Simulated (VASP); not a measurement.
# SrTiTe3 (P4/mmm) in VASP: notebook

Runs on SrTiTe3. Level: PBE. Tasks: single point, relaxation of cell and atoms.

All numbers are computed with VASP 6.6.1; they aren't measurements. Logs are shortened: lines on timing, memory, paths and dates and some standing lists are left out, and cuts for length are marked.

## 1. The cell of the first run

The structure is tetragonal, space group P4/mmm (No. 123). The conventional cell has a = 4.974 Å, b = 4.974 Å, c = 5.591 Å, α = 90.00°, β = 90.00°, γ = 90.00°. Sr (site symmetry 4/mmm) has 12 Te at 3.52 to 3.74 Å and 8 Ti at 4.49 Å within 4.6 Å. Within 3.3 Å of Ti (site symmetry 4/mmm) lie 6 Te at 2.49 to 2.80 Å. Within 3.7 Å of Te (site symmetry 4/mmm) lie 2 Ti at 2.80 Å and 4 Sr at 3.52 Å. Te (site symmetry mmm) has 2 Ti at 2.49 Å within 3.3 Å.

## 2. Single point, PBE

INCAR reads:

```
  PREC = Accurate
  ENCUT = 520
  EDIFF = 1E-7
  ISMEAR = 0
  SIGMA = 0.1
  LREAL = False
  LASPH = True
  NELM = 100
  ALGO = Normal
  ISIF = 2
  LWAVE = False
  LCHARG = False
  GGA = PE
  NBANDS = 28
```

KPOINTS reads:

```
Automatic mesh
0
Gamma
  4 4 4
```

POSCAR reads:

```
SrTiTe3
1.0
    4.9744576200      0.0000000000      0.0000000000
    0.0000000000      4.9744576200      0.0000000000
    0.0000000000      0.0000000000      5.5905849900
Sr Ti Te
1 1 3
Direct
    0.5000000000      0.5000000000      0.5000000000
    0.0000000000      0.0000000000      0.0000000000
    0.0000000000      0.0000000000      0.5000000000
    0.0000000000      0.5000000000      0.0000000000
    0.5000000000      0.0000000000      0.0000000000
```

Potentials or basis: VASP PAW PBE potentials, release 64 (Sr_sv, Ti_sv, Te).

Command:

```sh
> cat potpaw_PBE.64/Sr_sv/POTCAR potpaw_PBE.64/Ti_sv/POTCAR potpaw_PBE.64/Te/POTCAR > POTCAR
> mpirun -np 1 vasp_std > vasp.out
```

OUTCAR:

```text
PREC = Accurate
   ENCUT = 520
   EDIFF = 1E-7
   ISMEAR = 0
   LREAL = False
   LASPH = True
   NELM = 100
   ISIF = 2
   GGA = PE

 ion  position               nearest neighbor table
   1  0.500  0.500  0.500-   3 3.52   3 3.52   3 3.52   3 3.52   5 3.74   4 3.74   5 3.74   5 3.74
                             5 3.74   4 3.74   4 3.74   4 3.74
   2  0.000  0.000  0.000-   4 2.49   5 2.49   4 2.49   5 2.49   3 2.80   3 2.80
   3  0.000  0.000  0.500-   2 2.80   2 2.80   1 3.52   1 3.52   1 3.52   1 3.52
   4  0.000  0.500  0.000-   2 2.49   2 2.49   5 3.52   5 3.52   5 3.52   5 3.52   1 3.74   1 3.74
                             1 3.74   1 3.74
   5  0.500  0.000  0.000-   2 2.49   2 2.49   4 3.52   4 3.52   4 3.52   4 3.52   1 3.74   1 3.74
                             1 3.74   1 3.74

  LATTYP: Found a simple tetragonal cell.
 ALAT       =     4.9744576200
 C/A-ratio  =     1.1238582006

  Lattice vectors:

 A1 = (   4.9744576200,   0.0000000000,   0.0000000000)
 A2 = (   0.0000000000,   4.9744576200,   0.0000000000)
 A3 = (   0.0000000000,   0.0000000000,   5.5905849900)

Analysis of symmetry for initial positions (statically):
=====================================================================
 Subroutine PRICEL returns:
 Original cell was already a primitive cell.

 Routine SETGRP: Setting up the symmetry group for a
 simple tetragonal supercell.

 Subroutine GETGRP returns: Found 16 space group operations
 (whereof 16 operations were pure point group operations)
 out of a pool of 16 trial point group operations.

The static configuration has the point symmetry D_4h.

Analysis of symmetry for dynamics (positions and initial velocities):
=====================================================================
 Subroutine PRICEL returns:
 Original cell was already a primitive cell.

 Routine SETGRP: Setting up the symmetry group for a
 simple tetragonal supercell.

 Subroutine GETGRP returns: Found 16 space group operations
 (whereof 16 operations were pure point group operations)
 out of a pool of 16 trial point group operations.

The dynamic configuration has the point symmetry D_4h.

 Subroutine INISYM returns: Found 16 space group operations
 (whereof 16 operations are pure point group operations),
 and found     1 'primitive' translations

----------------------------------------------------------------------------------------

                                     Primitive cell

  volume of cell :     138.3403

  direct lattice vectors                    reciprocal lattice vectors
     4.974457620  0.000000000  0.000000000     0.201026941  0.000000000  0.000000000
     0.000000000  4.974457620  0.000000000     0.000000000  0.201026941  0.000000000
     0.000000000  0.000000000  5.590584990     0.000000000  0.000000000  0.178872158

  length of vectors
     4.974457620  4.974457620  5.590584990     0.201026941  0.201026941  0.178872158

  position of ions in fractional coordinates (direct lattice)
     0.500000000  0.500000000  0.500000000
     0.000000000  0.000000000  0.000000000
     0.000000000  0.000000000  0.500000000
     0.000000000  0.500000000  0.000000000
     0.500000000  0.000000000  0.000000000

  ion indices of the primitive-cell ions
   primitive index   ion index
                 1           1
                 2           2
                 3           3
                 4           4
                 5           5

----------------------------------------------------------------------------------------

 KPOINTS: Automatic mesh

Automatic generation of k-mesh.
 Grid dimensions read from file:
 generate k-points for:    4    4    4

 Generating k-lattice:

  Cartesian coordinates                     Fractional coordinates (reciprocal lattice)
     0.050256735  0.000000000  0.000000000     0.250000000  0.000000000  0.000000000
     0.000000000  0.050256735  0.000000000     0.000000000  0.250000000  0.000000000
     0.000000000  0.000000000  0.044718039     0.000000000  0.000000000  0.250000000

  Length of vectors
     0.050256735  0.050256735  0.044718039

  Shift w.r.t. Gamma in fractional coordinates (k-lattice)
     0.000000000  0.000000000  0.000000000

 Subroutine IBZKPT returns following result:
 ===========================================

 Found     18 irreducible k-points:

 Following reciprocal coordinates:
            Coordinates               Weight
  0.000000  0.000000  0.000000      1.000000
  0.250000  0.000000  0.000000      4.000000
  0.500000  0.000000  0.000000      2.000000
  0.250000  0.250000  0.000000      4.000000
  0.500000  0.250000  0.000000      4.000000
  0.500000  0.500000  0.000000      1.000000
[... 10 lines left out ...]
  0.500000  0.250000  0.500000      4.000000
  0.500000  0.500000  0.500000      1.000000
   k-points           NKPTS =     18   k-points in BZ     NKDIM =     18   number of bands    NBANDS=     28
   number of dos      NEDOS =    301   number of ions     NIONS =      5
   total plane-waves  NPLWV =  67200
   dimension x,y,z NGX =    40 NGY =   40 NGZ =   42
   dimension x,y,z NGXF=    80 NGYF=   80 NGZF=   84
   ions per type =               1   1   3
   NGX,Y,Z   is equivalent  to a cutoff of  13.37, 13.37, 12.49 a.u.
   NGXF,Y,Z  is equivalent  to a cutoff of  26.74, 26.74, 24.98 a.u.
 SYSTEM =  unknown system
   PREC   = accura    normal or accurate (medium, high low for compatibility)
   ISTART =      0    job   : 0-new  1-cont  2-samecut
   ICHARG =      2    charge: 1-file 2-atom 10-const
   ISPIN  =      1    spin polarized calculation?
   LNONCOLLINEAR =      F non collinear calculations
   LSORBIT =      F    spin-orbit coupling
   LASPH  =      T    aspherical Exc in radial PAW
   ENCUT  =  520.0 eV  38.22 Ry    6.18 a.u.   9.25  9.25 10.39*2*pi/ulx,y,z
   NELM   =    100;   NELMIN=  2; NELMDL= -5     # of ELM steps
   EDIFF  = 0.1E-06   stopping-criterion for ELM
   LREAL  =      F    real-space projection
   EDIFFG = 0.1E-05   stopping-criterion for IOM
   NSW    =      0    number of steps for IOM
   IBRION =     -1    ionic relax: 0-MD 1-quasi-New 2-CG
   NFREE  =      0    steps in history (QN), initial steepest desc. (CG)
   ISIF   =      2    stress and relaxation
   ISYM   =      2    0-nonsym 1-usesym 2-fastsym
   POTIM  = 0.5000    time-step for ionic-motion
   TEBEG  =    0.0;   TEEND  =   0.0 temperature during run
   PSTRESS=    0.0 pullay stress
   NELECT =      40.0000    total number of electrons
   NUPDOWN=      -1.0000    fix difference up-down
   EMIN   =  10.00;   EMAX   =-10.00  energy-range for DOS
   EFERMI =   0.00;   METHOD = LEGACY
   ISMEAR =     0;   SIGMA  =   0.10  broadening in eV -4-tet -1-fermi 0-gaus
   EFERMI_NEDOS =   21; number of points for ismear=-14 and -15
   IALGO  =     38    algorithm
   IMIX   =      4    mixing-type and parameters
     AMIX     =   0.40;   BMIX     =  1.00
     AMIX_MAG =   1.60;   BMIX_MAG =  1.00
  volume/ion in A,a.u.               =      27.67       186.71
  Fermi-wavevector in a.u.,A,eV,Ry     =   1.082543  2.045710 15.944666  1.171900
  Thomas-Fermi vector in A             =   2.218587
   LORBIT       =      0    0 simple, 1 ext, 2 COOP (PROOUT), +10 PAW based schemes
   GGA     = PE    functional components
   LHFCALC =     F    Hartree Fock is set to
   AEXX    =    0.0000 exact exchange contribution
   IVDW    =     0    specifies the selected vdW correction
   LEPSILON=     F    determine dielectric tensor
   LRPA    =     F    only Hartree local field effects (RPA)
 non-spin polarized calculation
 Gauss-broadening in eV      SIGMA  =   0.10
  energy-cutoff  :      520.00
  volume of cell :      138.34
 maximum number of plane-waves:      3764
 NGX is ok and might be reduce to    40
   NGX = 19   NGY = 19   NGZ = 21

 number of electron      39.9999990 magnetization

 Free energy of the ion-electron system (eV)
  ---------------------------------------------------
  ext. energy  EPLUGINS =         0.00000000
  ---------------------------------------------------
  free energy    TOTEN  =       -22.07134606 eV

  energy without entropy =      -22.06410157  energy(sigma->0) =      -22.06772382

 E-fermi :   6.7100     XC(G=0):  -9.6958

 val. band max:        6.6893963242   @ k =   0.0000   0.0000   0.5000
 cond. band min:       6.7222904603   @ k =   0.0000   0.0000   0.2500
 fundamental gap:      0.0328941361
 Fermi energy:         6.7099917847

 k-point     1 :       0.0000    0.0000    0.0000
  band No.  band energies     occupation
      1     -50.5781      2.00000
      2     -29.5286      2.00000
      3     -26.9347      2.00000
      4     -26.9347      2.00000
      5     -26.9207      2.00000
      6     -11.5314      2.00000
[... 20 lines left out ...]
     27       8.8566      0.00000
     28       9.1473      0.00000

 k-point     2 :       0.2500    0.0000    0.0000
  band No.  band energies     occupation
      1     -50.5785      2.00000
      2     -29.5283      2.00000
      3     -26.9343      2.00000
      4     -26.9312      2.00000
      5     -26.9203      2.00000
      6     -11.5295      2.00000
[... 20 lines left out ...]
     27       9.5956      0.00000
     28       9.6548      0.00000

 k-point     3 :       0.5000    0.0000    0.0000
  band No.  band energies     occupation
      1     -50.5790      2.00000
      2     -29.5280      2.00000
      3     -26.9338      2.00000
      4     -26.9278      2.00000
      5     -26.9199      2.00000
      6     -11.5275      2.00000
[... 20 lines left out ...]
     27      10.1902      0.00000
     28      10.9232      0.00000

 k-point     4 :       0.2500    0.2500    0.0000
  band No.  band energies     occupation
      1     -50.5790      2.00000
      2     -29.5280      2.00000
      3     -26.9308      2.00000
      4     -26.9308      2.00000
      5     -26.9199      2.00000
      6     -11.5276      2.00000
[... 20 lines left out ...]
     27       9.8469      0.00000
     28      10.4073      0.00000

 k-point     5 :       0.5000    0.2500    0.0000
  band No.  band energies     occupation
      1     -50.5794      2.00000
      2     -29.5277      2.00000
      3     -26.9304      2.00000
      4     -26.9273      2.00000
      5     -26.9195      2.00000
      6     -11.5257      2.00000
[... 20 lines left out ...]
     27      10.4883      0.00000
     28      10.9747      0.00000

 k-point     6 :       0.5000    0.5000    0.0000
  band No.  band energies     occupation
      1     -50.5799      2.00000
      2     -29.5274      2.00000
      3     -26.9269      2.00000
      4     -26.9269      2.00000
      5     -26.9191      2.00000
      6     -11.5240      2.00000
[... 277 lines left out ...]
      5     -26.9191      2.00000
      6     -11.5399      2.00000
[... 20 lines left out ...]
     27      11.2719      0.00000
     28      11.3433      0.00000

 k-point    16 :       0.2500    0.2500    0.5000
  band No.  band energies     occupation
      1     -50.5791      2.00000
      2     -29.5279      2.00000
      3     -26.9307      2.00000
      4     -26.9307      2.00000
      5     -26.9191      2.00000
      6     -11.5404      2.00000
[... 20 lines left out ...]
     27      10.1734      0.00000
     28      10.3378      0.00000

 k-point    17 :       0.5000    0.2500    0.5000
  band No.  band energies     occupation
      1     -50.5795      2.00000
      2     -29.5276      2.00000
      3     -26.9303      2.00000
      4     -26.9272      2.00000
      5     -26.9187      2.00000
      6     -11.5367      2.00000
[... 20 lines left out ...]
     27      10.4817      0.00000
     28      10.7532      0.00000

 k-point    18 :       0.5000    0.5000    0.5000
  band No.  band energies     occupation
      1     -50.5800      2.00000
      2     -29.5273      2.00000
      3     -26.9268      2.00000
      4     -26.9268      2.00000
      5     -26.9182      2.00000
      6     -11.5335      2.00000
[... 20 lines left out ...]
     27      10.3465      0.00000
     28      10.3903      0.00000

------------------------ aborting loop because EDIFF is reached ----------------------------------------

  FORCE on cell =-STRESS in cart. coord.  units (eV):
  Direction    XX          YY          ZZ          XY          YZ          ZX
  --------------------------------------------------------------------------------------
  -------------------------------------------------------------------------------------
  Total       11.9214044     11.9214044      4.2009709      0.0000000      0.0000000      0.0000000
  in kB      138.0668056    138.0668056     48.6532137      0.0000000      0.0000000      0.0000000
  external PRESSURE =     108.2622750 kB  Pullay stress =       0.0000000 kB

 VOLUME and BASIS-vectors are now :
 -----------------------------------------------------------------------------
  energy-cutoff  :      520.00
  volume of cell :      138.34
      direct lattice vectors                 reciprocal lattice vectors
     4.974457620  0.000000000  0.000000000     0.201026941  0.000000000  0.000000000
     0.000000000  4.974457620  0.000000000     0.000000000  0.201026941  0.000000000
     0.000000000  0.000000000  5.590584990     0.000000000  0.000000000  0.178872158

 POSITION                                       TOTAL-FORCE (eV/Angst)
 -----------------------------------------------------------------------------------
      2.48723      2.48723      2.79529         0.000000      0.000000      0.000000
      0.00000      0.00000      0.00000         0.000000      0.000000      0.000000
      0.00000      0.00000      2.79529         0.000000      0.000000      0.000000
      0.00000      2.48723      0.00000         0.000000      0.000000      0.000000
      2.48723      0.00000      0.00000         0.000000      0.000000      0.000000
 -----------------------------------------------------------------------------------
    total drift:                               -0.000000      0.000000     -0.000000

  FREE ENERGIE OF THE ION-ELECTRON SYSTEM (eV)
  ---------------------------------------------------
  free  energy   TOTEN  =       -22.0713460555 eV

  energy  without entropy=      -22.0641015745  energy(sigma->0) =      -22.06772382
```

Run time: 64 s. Hardware: 1 thread of Intel Xeon 6975P-C (Granite Rapids), shared host; peak memory 0.28 GiB.

Results:

* Free energy: -22.0713 eV
* Pressure: 10.8 GPa
* Band gap on the k mesh: zero (band 20 reaches 7.76 eV, above the bottom of band 21 at 6.38 eV)

Stress tensor (GPa, compression positive):
```
13.81  0.00  0.00
 0.00 13.81  0.00
 0.00  0.00  4.87
```

Caveat: spin-orbit coupling is left out, which moves the levels of the heavy elements.

## 3. Relaxation of cell and atoms, PBE

INCAR reads:

```
  ALGO = Normal
  EDIFF = 1E-7
  EDIFFG = -0.04
  ENCUT = 600
  GGA = PE
  IBRION = 2
  ISIF = 3
  ISMEAR = 0
  LASPH = T
  LCHARG = F
  LREAL = F
  LWAVE = F
  NELM = 100
  NSW = 90
  PREC = Accurate
  SIGMA = 0.1
```

KPOINTS reads:

```
k-points
0
Gamma
  4 4 4
```

POSCAR is that of step 2.

Potentials or basis: VASP PAW PBE potentials, release 64 (Sr_sv, Ti_sv, Te).

Command:

```sh
> cat potpaw_PBE.64/Sr_sv/POTCAR potpaw_PBE.64/Ti_sv/POTCAR potpaw_PBE.64/Te/POTCAR > POTCAR
> mpirun -np 1 vasp_std > vasp.out
```

OUTCAR:

```text
EDIFF = 1E-7
   EDIFFG = -0.04
   ENCUT = 600
   GGA = PE
   IBRION = 2
   ISIF = 3
   ISMEAR = 0
   LASPH = T
   LREAL = F
   NELM = 100
   NSW = 90
   PREC = Accurate

 ion  position               nearest neighbor table
   1  0.500  0.500  0.500-   3 3.52   3 3.52   3 3.52   3 3.52   5 3.74   4 3.74   5 3.74   5 3.74
                             5 3.74   4 3.74   4 3.74   4 3.74
   2  0.000  0.000  0.000-   4 2.49   5 2.49   4 2.49   5 2.49   3 2.80   3 2.80
   3  0.000  0.000  0.500-   2 2.80   2 2.80   1 3.52   1 3.52   1 3.52   1 3.52
   4  0.000  0.500  0.000-   2 2.49   2 2.49   5 3.52   5 3.52   5 3.52   5 3.52   1 3.74   1 3.74
                             1 3.74   1 3.74
   5  0.500  0.000  0.000-   2 2.49   2 2.49   4 3.52   4 3.52   4 3.52   4 3.52   1 3.74   1 3.74
                             1 3.74   1 3.74

  LATTYP: Found a simple tetragonal cell.
 ALAT       =     4.9744576200
 C/A-ratio  =     1.1238582006

  Lattice vectors:

 A1 = (   4.9744576200,   0.0000000000,   0.0000000000)
 A2 = (   0.0000000000,   4.9744576200,   0.0000000000)
[... 224 lines left out ...]

 k-point     1 :       0.0000    0.0000    0.0000
  band No.  band energies     occupation
      1     -53.6951      2.00000
      2     -32.6650      2.00000
      3     -29.9626      2.00000
      4     -29.9190      2.00000
      5     -29.9190      2.00000
      6     -14.5754      2.00000
[... 669 lines left out ...]
--------------------------------------- Ionic step        7  -------------------------------------------

 number of electron      40.0000007 magnetization

 Free energy of the ion-electron system (eV)
  ---------------------------------------------------
  ext. energy  EPLUGINS =         0.00000000
  ---------------------------------------------------
  free energy    TOTEN  =       -23.01027311 eV

  energy without entropy =      -23.01020252  energy(sigma->0) =      -23.01023782

 E-fermi :   5.3740     XC(G=0):  -9.0647

 val. band max:        5.1661880238   @ k =   0.0000   0.0000   0.0000
 cond. band min:       5.5777838443   @ k =   0.5000   0.5000   0.0000
 fundamental gap:      0.4115958204
 Fermi energy:         5.3740150973

 k-point     1 :       0.0000    0.0000    0.0000
  band No.  band energies     occupation
      1     -52.5148      2.00000
      2     -31.4096      2.00000
      3     -28.7821      2.00000
      4     -28.7821      2.00000
      5     -28.7820      2.00000
      6     -13.3357      2.00000
[... 507 lines left out ...]
  FREE ENERGIE OF THE ION-ELECTRON SYSTEM (eV)
  ---------------------------------------------------
  free  energy   TOTEN  =       -23.0102731140 eV

  energy  without entropy=      -23.0102025188  energy(sigma->0) =      -23.01023782

 reached required accuracy - stopping structural energy minimisation
```

Run time: 6.9 min. Hardware: 1 thread of Intel Xeon 6975P-C (Granite Rapids), shared host; peak memory 0.33 GiB.

What came out:

```
Free energy                            : -23.0103 eV
Relaxed volume                         : 32.09 Å³/atom
Relaxed cell                           : a = 5.436 Å, b = 5.436 Å, c = 5.431 Å, α = 90.00°, β = 90.00°, γ = 90.00°
Space group after relaxing (to 0.05 Å) : Pm-3m (No. 221)
Energy gained by relaxing              : 187.8 meV/atom
Ionic steps                            : 7
Pressure after relaxing                : 0.1 GPa
Band gap on the k mesh                 : zero (band 20 reaches 5.78 eV, above the bottom of band 21 at 4.97 eV)
```

Step by step:
| step | energy change (eV) | largest force (eV/Å) | pressure (GPa) | volume (Å³) |
| --- | --- | --- | --- | --- |
| 1 | 0.0000 | 0.0000 | 10.83 | 138.34 |
| 2 | -0.6670 | 0.0000 | -3.82 | 178.97 |
| 3 | -0.8504 | 0.0000 | -0.48 | 163.75 |
| 4 | -0.8503 | 0.0000 | -0.63 | 164.28 |
| 5 | -0.9069 | 0.0000 | -0.44 | 162.74 |
| 6 | -0.9373 | 0.0000 | -0.09 | 161.04 |
| 7 | -0.9389 | 0.0000 | 0.07 | 160.47 |

Final structure:
```
CELL_PARAMETERS angstrom
5.43594 0.00000 0.00000
0.00000 5.43594 0.00000
0.00000 0.00000 5.43057
ATOMIC_POSITIONS crystal
Sr 0.50000 0.50000 0.50000
Ti 0.00000 0.00000 0.00000
Te 0.00000 0.00000 0.50000
Te 0.00000 0.50000 0.00000
Te 0.50000 0.00000 0.00000
```

Caveat: the volume moved by over 15 % at a fixed basis, so the end points are rough; spin-orbit coupling is left out, which moves the levels of the heavy elements.
